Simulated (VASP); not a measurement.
# GaSb (I-43m) in VASP: notebook

Runs on GaSb. Level: PBE. Tasks: single point.

Everything below comes from runs of VASP 6.6.1. Logs are shortened: lines on timing, memory, paths and dates and some standing lists are left out, and cuts for length are marked.

## (1) The cell of the first run

It takes space group I-43m (No. 217, cubic). Conventional cell: a = 8.545 Å, b = 8.545 Å, c = 8.545 Å, α = 90.00°, β = 90.00°, γ = 90.00°. Ga (site symmetry 3m) has 4 Sb at 2.66 to 2.74 Å within 3.5 Å. Sb (site symmetry 3m) has 4 Ga at 2.66 to 2.74 Å within 3.5 Å.

## (2) Single point, PBE

INCAR

```
  ALGO = Normal
  EDIFF = 1E-6
  ENCUT = 520
  GGA = PE
  ISIF = 2
  ISMEAR = 0
  LASPH = True
  LCHARG = False
  LREAL = False
  LWAVE = False
  NBANDS = 46
  NELM = 100
  PREC = Accurate
  SIGMA = 0.1
```

KPOINTS

```
k-points
0
Gamma
  4 4 4
```

POSCAR

```
GaSb
1.0
   -4.2724097650      4.2724097650      4.2724097650
    4.2724097650     -4.2724097650      4.2724097650
    4.2724097650      4.2724097650     -4.2724097650
Ga Sb
4 4
Direct
    0.3121342454      0.3121342454      0.3121342454
    0.0000000000      0.0000000000      0.6878657546
    0.0000000000      0.6878657546      0.0000000000
    0.6878657546      0.0000000000      0.0000000000
    0.6719890866      0.6719890866      0.6719890866
    0.0000000000      0.0000000000      0.3280109134
    0.0000000000      0.3280109134      0.0000000000
    0.3280109134      0.0000000000      0.0000000000
```

Potentials or basis: VASP PAW PBE potentials, release 64 (Ga_d, Sb).

Command:

```console
> cat potpaw_PBE.64/Ga_d/POTCAR potpaw_PBE.64/Sb/POTCAR > POTCAR
> mpirun -np 1 vasp_std > vasp.out
```

OUTCAR:

```text
EDIFF = 1E-6
   ENCUT = 520
   GGA = PE
   ISIF = 2
   ISMEAR = 0
   LASPH = True
   LREAL = False
   NELM = 100
   PREC = Accurate

 ion  position               nearest neighbor table
   1  0.312  0.312  0.312-   5 2.66   7 2.74   8 2.74   6 2.74
   2  0.000  0.000  0.688-   6 2.66   7 2.74   8 2.74   5 2.74
   3  0.000  0.688  0.000-   7 2.66   6 2.74   5 2.74   8 2.74
   4  0.688  0.000  0.000-   8 2.66   6 2.74   5 2.74   7 2.74
   5  0.672  0.672  0.672-   1 2.66   3 2.74   4 2.74   2 2.74
   6  0.000  0.000  0.328-   2 2.66   3 2.74   4 2.74   1 2.74
   7  0.000  0.328  0.000-   3 2.66   2 2.74   1 2.74   4 2.74
   8  0.328  0.000  0.000-   4 2.66   2 2.74   1 2.74   3 2.74

  LATTYP: Found a body centered cubic cell.
 ALAT       =     8.5448195300

  Lattice vectors:

 A1 = (  -4.2724097650,   4.2724097650,   4.2724097650)
 A2 = (   4.2724097650,  -4.2724097650,   4.2724097650)
 A3 = (   4.2724097650,   4.2724097650,  -4.2724097650)

Analysis of symmetry for initial positions (statically):
=====================================================================
 Subroutine PRICEL returns:
 Original cell was already a primitive cell.

 Routine SETGRP: Setting up the symmetry group for a
 body centered cubic supercell.

 Subroutine GETGRP returns: Found 24 space group operations
 (whereof 24 operations were pure point group operations)
 out of a pool of 48 trial point group operations.

The static configuration has the point symmetry T_d .

Analysis of symmetry for dynamics (positions and initial velocities):
=====================================================================
 Subroutine PRICEL returns:
 Original cell was already a primitive cell.

 Routine SETGRP: Setting up the symmetry group for a
 body centered cubic supercell.

 Subroutine GETGRP returns: Found 24 space group operations
 (whereof 24 operations were pure point group operations)
 out of a pool of 48 trial point group operations.

The dynamic configuration has the point symmetry T_d .

 Subroutine INISYM returns: Found 24 space group operations
 (whereof 24 operations are pure point group operations),
 and found     1 'primitive' translations

----------------------------------------------------------------------------------------

                                     Primitive cell

  volume of cell :     311.9455

  direct lattice vectors                    reciprocal lattice vectors
    -4.272409765  4.272409765  4.272409765     0.000000000  0.117029973  0.117029973
     4.272409765 -4.272409765  4.272409765     0.117029973  0.000000000  0.117029973
     4.272409765  4.272409765 -4.272409765     0.117029973  0.117029973  0.000000000

  length of vectors
     7.400030784  7.400030784  7.400030784     0.165505375  0.165505375  0.165505375

  position of ions in fractional coordinates (direct lattice)
     0.312134245  0.312134245  0.312134245
     0.000000000  0.000000000  0.687865755
     0.000000000  0.687865755  0.000000000
     0.687865755  0.000000000  0.000000000
     0.671989087  0.671989087  0.671989087
     0.000000000  0.000000000  0.328010913
     0.000000000  0.328010913  0.000000000
     0.328010913  0.000000000  0.000000000

  ion indices of the primitive-cell ions
   primitive index   ion index
                 1           1
                 2           2
                 3           3
                 4           4
                 5           5
                 6           6
                 7           7
                 8           8

----------------------------------------------------------------------------------------

 KPOINTS: k-points

Automatic generation of k-mesh.
 Grid dimensions read from file:
 generate k-points for:    4    4    4

 Generating k-lattice:

  Cartesian coordinates                     Fractional coordinates (reciprocal lattice)
     0.000000000  0.029257493  0.029257493     0.250000000  0.000000000  0.000000000
     0.029257493  0.000000000  0.029257493     0.000000000  0.250000000  0.000000000
     0.029257493  0.029257493  0.000000000     0.000000000  0.000000000  0.250000000

  Length of vectors
     0.041376344  0.041376344  0.041376344

  Shift w.r.t. Gamma in fractional coordinates (k-lattice)
     0.000000000  0.000000000  0.000000000

 Subroutine IBZKPT returns following result:
 ===========================================

 Found      8 irreducible k-points:

 Following reciprocal coordinates:
            Coordinates               Weight
  0.000000  0.000000  0.000000      1.000000
  0.250000  0.000000  0.000000     12.000000
  0.500000  0.000000  0.000000      6.000000
  0.250000  0.250000  0.000000     24.000000
  0.250000  0.250000  0.250000      2.000000
 -0.250000  0.250000  0.250000      6.000000
  0.500000  0.500000  0.250000     12.000000
  0.500000  0.500000  0.500000      1.000000
   k-points           NKPTS =      8   k-points in BZ     NKDIM =      8   number of bands    NBANDS=     46
   number of dos      NEDOS =    301   number of ions     NIONS =      8
   total plane-waves  NPLWV = 175616
   dimension x,y,z NGX =    56 NGY =   56 NGZ =   56
   dimension x,y,z NGXF=   112 NGYF=  112 NGZF=  112
   ions per type =               4   4
   NGX,Y,Z   is equivalent  to a cutoff of  12.58, 12.58, 12.58 a.u.
   NGXF,Y,Z  is equivalent  to a cutoff of  25.16, 25.16, 25.16 a.u.
 SYSTEM =  unknown system
   PREC   = accura    normal or accurate (medium, high low for compatibility)
   ISTART =      0    job   : 0-new  1-cont  2-samecut
   ICHARG =      2    charge: 1-file 2-atom 10-const
   ISPIN  =      1    spin polarized calculation?
   LNONCOLLINEAR =      F non collinear calculations
   LSORBIT =      F    spin-orbit coupling
   LASPH  =      T    aspherical Exc in radial PAW
   ENCUT  =  520.0 eV  38.22 Ry    6.18 a.u.  13.76 13.76 13.76*2*pi/ulx,y,z
   NELM   =    100;   NELMIN=  2; NELMDL= -5     # of ELM steps
   EDIFF  = 0.1E-05   stopping-criterion for ELM
   LREAL  =      F    real-space projection
   EDIFFG = 0.1E-04   stopping-criterion for IOM
   NSW    =      0    number of steps for IOM
   IBRION =     -1    ionic relax: 0-MD 1-quasi-New 2-CG
   NFREE  =      0    steps in history (QN), initial steepest desc. (CG)
   ISIF   =      2    stress and relaxation
   ISYM   =      2    0-nonsym 1-usesym 2-fastsym
   POTIM  = 0.5000    time-step for ionic-motion
   TEBEG  =    0.0;   TEEND  =   0.0 temperature during run
   PSTRESS=    0.0 pullay stress
   NELECT =      72.0000    total number of electrons
   NUPDOWN=      -1.0000    fix difference up-down
   EMIN   =  10.00;   EMAX   =-10.00  energy-range for DOS
   EFERMI =   0.00;   METHOD = LEGACY
   ISMEAR =     0;   SIGMA  =   0.10  broadening in eV -4-tet -1-fermi 0-gaus
   EFERMI_NEDOS =   21; number of points for ismear=-14 and -15
   IALGO  =     38    algorithm
   IMIX   =      4    mixing-type and parameters
     AMIX     =   0.40;   BMIX     =  1.00
     AMIX_MAG =   1.60;   BMIX_MAG =  1.00
  volume/ion in A,a.u.               =      38.99       263.14
  Fermi-wavevector in a.u.,A,eV,Ry     =   1.004214  1.897689 13.720727  1.008445
  Thomas-Fermi vector in A             =   2.136815
   LORBIT       =      0    0 simple, 1 ext, 2 COOP (PROOUT), +10 PAW based schemes
   GGA     = PE    functional components
   LHFCALC =     F    Hartree Fock is set to
   AEXX    =    0.0000 exact exchange contribution
   IVDW    =     0    specifies the selected vdW correction
   LEPSILON=     F    determine dielectric tensor
   LRPA    =     F    only Hartree local field effects (RPA)
 non-spin polarized calculation
 Gauss-broadening in eV      SIGMA  =   0.10
  energy-cutoff  :      520.00
  volume of cell :      311.95
 maximum number of plane-waves:      8440
   NGX = 27   NGY = 27   NGZ = 27

 number of electron      72.0000051 magnetization

 Free energy of the ion-electron system (eV)
  ---------------------------------------------------
  ext. energy  EPLUGINS =         0.00000000
  ---------------------------------------------------
  free energy    TOTEN  =       -27.74557387 eV

  energy without entropy =      -27.74286887  energy(sigma->0) =      -27.74422137

 E-fermi :   2.2367     XC(G=0):  -7.4127

 val. band max:        2.2017427149   @ k =   0.5000   0.5000   0.5000
 cond. band min:       2.5534952618   @ k =   0.2500   0.2500   0.2500
 fundamental gap:      0.3517525469
 Fermi energy:         2.2366622288

 k-point     1 :       0.0000    0.0000    0.0000
  band No.  band energies     occupation
      1     -12.5881      2.00000
      2     -12.5881      2.00000
      3     -12.5881      2.00000
      4     -12.5739      2.00000
      5     -12.5622      2.00000
      6     -12.5622      2.00000
[... 38 lines left out ...]
     45       6.3787      0.00000
     46       6.3787      0.00000

 k-point     2 :       0.2500    0.0000    0.0000
  band No.  band energies     occupation
      1     -12.5954      2.00000
      2     -12.5913      2.00000
      3     -12.5877      2.00000
      4     -12.5717      2.00000
      5     -12.5619      2.00000
      6     -12.5598      2.00000
[... 38 lines left out ...]
     45       6.6124      0.00000
     46       6.8074      0.00000

 k-point     3 :       0.5000    0.0000    0.0000
  band No.  band energies     occupation
      1     -12.5974      2.00000
      2     -12.5961      2.00000
      3     -12.5871      2.00000
      4     -12.5717      2.00000
      5     -12.5616      2.00000
      6     -12.5584      2.00000
[... 38 lines left out ...]
     45       6.3622      0.00000
     46       6.6972      0.00000

 k-point     4 :       0.2500    0.2500    0.0000
  band No.  band energies     occupation
      1     -12.5972      2.00000
      2     -12.5923      2.00000
      3     -12.5911      2.00000
      4     -12.5739      2.00000
      5     -12.5614      2.00000
      6     -12.5539      2.00000
[... 38 lines left out ...]
     45       6.2617      0.00000
     46       6.6636      0.00000

 k-point     5 :       0.2500    0.2500    0.2500
  band No.  band energies     occupation
      1     -12.5925      2.00000
      2     -12.5925      2.00000
      3     -12.5925      2.00000
      4     -12.5814      2.00000
      5     -12.5534      2.00000
      6     -12.5534      2.00000
[... 38 lines left out ...]
     45       6.3772      0.00000
     46       6.3772      0.00000

 k-point     6 :      -0.2500    0.2500    0.2500
  band No.  band energies     occupation
      1     -12.5964      2.00000
      2     -12.5920      2.00000
      3     -12.5920      2.00000
      4     -12.5755      2.00000
      5     -12.5556      2.00000
      6     -12.5541      2.00000
[... 38 lines left out ...]
     45       6.4874      0.00000
     46       6.8486      0.00000

 k-point     7 :       0.5000    0.5000    0.2500
  band No.  band energies     occupation
      1     -12.5967      2.00000
      2     -12.5952      2.00000
      3     -12.5924      2.00000
      4     -12.5790      2.00000
      5     -12.5549      2.00000
      6     -12.5512      2.00000
[... 38 lines left out ...]
     45       5.9311      0.00000
     46       6.5541      0.00000

 k-point     8 :       0.5000    0.5000    0.5000
  band No.  band energies     occupation
      1     -12.5942      2.00000
      2     -12.5942      2.00000
      3     -12.5942      2.00000
      4     -12.5886      2.00000
      5     -12.5477      2.00000
      6     -12.5477      2.00000
[... 38 lines left out ...]
     45       5.8374      0.00000
     46       5.8374      0.00000

------------------------ aborting loop because EDIFF is reached ----------------------------------------

  FORCE on cell =-STRESS in cart. coord.  units (eV):
  Direction    XX          YY          ZZ          XY          YZ          ZX
  --------------------------------------------------------------------------------------
  -------------------------------------------------------------------------------------
  Total        0.0520382      0.0520382      0.0520382      0.0000000      0.0000000     -0.0000000
  in kB        0.2672725      0.2672725      0.2672725      0.0000000      0.0000000     -0.0000000
  external PRESSURE =       0.2672725 kB  Pullay stress =       0.0000000 kB

 VOLUME and BASIS-vectors are now :
 -----------------------------------------------------------------------------
  energy-cutoff  :      520.00
  volume of cell :      311.95
      direct lattice vectors                 reciprocal lattice vectors
    -4.272409765  4.272409765  4.272409765     0.000000000  0.117029973  0.117029973
     4.272409765 -4.272409765  4.272409765     0.117029973  0.000000000  0.117029973
     4.272409765  4.272409765 -4.272409765     0.117029973  0.117029973  0.000000000

 POSITION                                       TOTAL-FORCE (eV/Angst)
 -----------------------------------------------------------------------------------
      1.33357      1.33357      1.33357        -0.001339     -0.001339     -0.001339
      2.93884      2.93884     -2.93884         0.001339      0.001339     -0.001339
      2.93884     -2.93884      2.93884         0.001339     -0.001339      0.001339
     -2.93884      2.93884      2.93884        -0.001339      0.001339      0.001339
      2.87101      2.87101      2.87101        -0.003350     -0.003350     -0.003350
      1.40140      1.40140     -1.40140         0.003350      0.003350     -0.003350
      1.40140     -1.40140      1.40140         0.003350     -0.003350      0.003350
     -1.40140      1.40140      1.40140        -0.003350      0.003350      0.003350
 -----------------------------------------------------------------------------------
    total drift:                                0.000008      0.000008      0.000012

  FREE ENERGIE OF THE ION-ELECTRON SYSTEM (eV)
  ---------------------------------------------------
  free  energy   TOTEN  =       -27.7455738679 eV

  energy  without entropy=      -27.7428688720  energy(sigma->0) =      -27.74422137
```

Wall time 90 s (1 thread of Intel Xeon Platinum 8488C (Sapphire Rapids), shared host); peak memory 0.47 GiB.

Results:

```yaml
Free_energy: -27.7456 eV
Pressure: 0.0 GPa
Largest_force: 0.006 eV/Å
Band_gap_on_the_k_mesh: zero (band 36 reaches 2.20 eV, above the bottom of band 37 at 2.09 eV)
```

Forces on the atoms (eV/Å):
```
Ga  -0.001 -0.001 -0.001
Ga   0.001  0.001 -0.001
Ga   0.001 -0.001  0.001
Ga  -0.001  0.001  0.001
Sb  -0.003 -0.003 -0.003
Sb   0.003  0.003 -0.003
Sb   0.003 -0.003  0.003
Sb  -0.003  0.003  0.003
```

Levels at points of the mesh, in eV from the Fermi level:
```
           k point  band 33  band 34  band 35  band 36  band 37  band 38  band 39  band 40
(0.00, 0.00, 0.00)    -1.82    -0.47    -0.14    -0.14    -0.14     1.40     1.40     1.40
(0.50, 0.00, 0.00)    -1.52    -0.98    -0.72    -0.59     1.23     1.46     1.97     2.16
(0.50, 0.50, 0.50)    -2.37    -0.03    -0.03    -0.03     0.91     1.76     1.76     1.76
```

Caveat: spin-orbit coupling is left out, which moves the levels of the heavy elements.

## (3) Single point, PBE

This run uses another cell than the first one, of 34.20 Å³/atom, 0.877 times its volume.

INCAR

```
PREC     = Accurate       # precision mode
ENCUT    = 520            # plane-wave cutoff, eV
EDIFF    = 1E-6           # SCF threshold, eV
ISMEAR   = 0              # smearing method
SIGMA    = 0.1            # smearing width, eV
LREAL    = F              # projectors in reciprocal space
LASPH    = T              # aspherical terms in the spheres
NELM     = 100            # most SCF steps
ALGO     = Normal         # electronic algorithm
ISIF     = 2              # what is computed and relaxed
LWAVE    = F              # write WAVECAR
LCHARG   = T              # write CHGCAR
GGA      = PE             # functional
LELF     = T              # ELF
LVHAR    = T            
NBANDS   = 46             # bands
```

KPOINTS

```
regular mesh
0
Gamma
  4 4 4
```

POSCAR

```
GaSb
1.0
   -4.0895228700      4.0895228700      4.0895228700
    4.0895228700     -4.0895228700      4.0895228700
    4.0895228700      4.0895228700     -4.0895228700
Ga Sb
4 4
Direct
    0.3171980400      0.3171980400      0.3171980400
    0.0000000000      0.0000000000      0.6828019600
    0.0000000000      0.6828019600      0.0000000000
    0.6828019600      0.0000000000      0.0000000000
    0.6828019600      0.6828019600      0.6828019600
    0.0000000000      0.0000000000      0.3171980400
    0.0000000000      0.3171980400      0.0000000000
    0.3171980400      0.0000000000      0.0000000000
```

Potentials or basis: VASP PAW PBE potentials, release 64 (Ga_d, Sb).

Command:

```console
> cat potpaw_PBE.64/Ga_d/POTCAR potpaw_PBE.64/Sb/POTCAR > POTCAR
> mpirun -np 1 vasp_std > vasp.out
```

Wall time 79 s (1 thread of Intel Xeon Platinum 8488C (Sapphire Rapids), shared host); peak memory 0.43 GiB.

It converged, with:

* Free energy: -26.9043 eV
* Pressure: 6.4 GPa
* Largest force: 1.542 eV/Å
* Band gap on the k mesh: 0.56 eV, direct

Forces on the atoms (eV/Å):
```
Ga   0.535  0.535  0.535
Ga  -0.535 -0.535  0.535
Ga  -0.535  0.535 -0.535
Ga   0.535 -0.535 -0.535
Sb  -0.890 -0.890 -0.890
Sb   0.890  0.890 -0.890
Sb   0.890 -0.890  0.890
Sb  -0.890  0.890  0.890
```

Levels at points of the mesh, in eV from the valence-band top:
```
           k point  band 34  band 35  band 36  band 37  band 38  band 39
(0.00, 0.00, 0.00)     0.00     0.00     0.00     0.56     1.59     1.59
(0.50, 0.00, 0.00)    -1.12    -0.86    -0.52     1.60     1.73     2.29
(0.50, 0.50, 0.50)    -0.05    -0.05    -0.05     0.58     2.37     2.37
```

Caveat: spin-orbit coupling is left out, which moves the levels of the heavy elements; forces of over 1 eV/Å act on the atoms, so gaps and moduli don't describe the material at rest.
